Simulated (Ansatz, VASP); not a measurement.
## Eu: VASP beside Ansatz

File INCAR:

```
PREC = Accurate
ENCUT = 520
EDIFF = 1E-6
ISMEAR = -1
SIGMA = 0.1
LREAL = F
LASPH = T
NELM = 150
ALGO = Normal
ISIF = 2
LWAVE = F
LCHARG = F
ISPIN = 2
MAGMOM = 7 7
LORBIT = 11
LMAXMIX = 6
GGA = PE
NBANDS = 28
```

File KPOINTS:

```
Automatic mesh
0
Gamma
  12 12 7
```

File POSCAR:

```
Eu
1.0
    3.5650358017      0.0000000000      0.0000000000
   -1.7825179008      3.0874115697      0.0000000000
    0.0000000000      0.0000000000      5.7401685916
Eu
2
Direct
    0.3333333333      0.6666666667      0.2500000000
    0.6666666667      0.3333333333      0.7500000000
```

Input for Ansatz:

```yaml
crystal:
  lattice:
    - [3.5650358017, 0.0, 0.0]
    - [-1.7825179008, 3.0874115697, 0.0]
    - [0.0, 0.0, 5.7401685916]
  atoms:
    - { symbol: Eu, position: [0.3333333333, 0.6666666667, 0.25], spin: 7.0 }
    - { symbol: Eu, position: [0.6666666667, 0.3333333333, 0.75], spin: 7.0 }
magnetization:
  spin_polarized: true
kpoints:
  mp_grid: { grid: [12, 12, 7] }
scf:
  occupations: { method: fermi_dirac, width: 0.1 }
hamiltonian:
  xc: pbe
  pseudopotentials: { kind: all_electron, lapw: { basis_error: 0.001 } }
output:
  forces: true
  stress: true
  eigenvalues: true
  populations: true
```

Change from the starting cell: volume scaled by 0.75, LAPW.

Alike in both runs: task single point; functional PBE; k mesh 12 × 12 × 7; occupations fermi-dirac, width 0.1 eV; collinear spin.

|  | VASP | Ansatz |
| --- | --- | --- |
| version | VASP 6.6.1 | Ansatz 0.2.0 |
| potentials or method | VASP PAW PBE potentials, release 64 (Eu), cutoff 520 eV | all-electron LAPW, scalar-relativistic |

```csv
,VASP,Ansatz,Ansatz less VASP
pressure (GPa),6.1,6.4,+0.34
"traceless stress, the component that is largest in VASP (GPa)",0.10,0.09,-0.008
net moment per atom (μB),7.34,7.36,+0.014
size of the moment on the site where the two differ most (μB),6.68,7.17,+0.490
```

Site moments also hang on the region over which each program counts them. Ansatz ran all-electron here, and VASP with PAW potentials.

Neither program's run includes spin-orbit coupling.
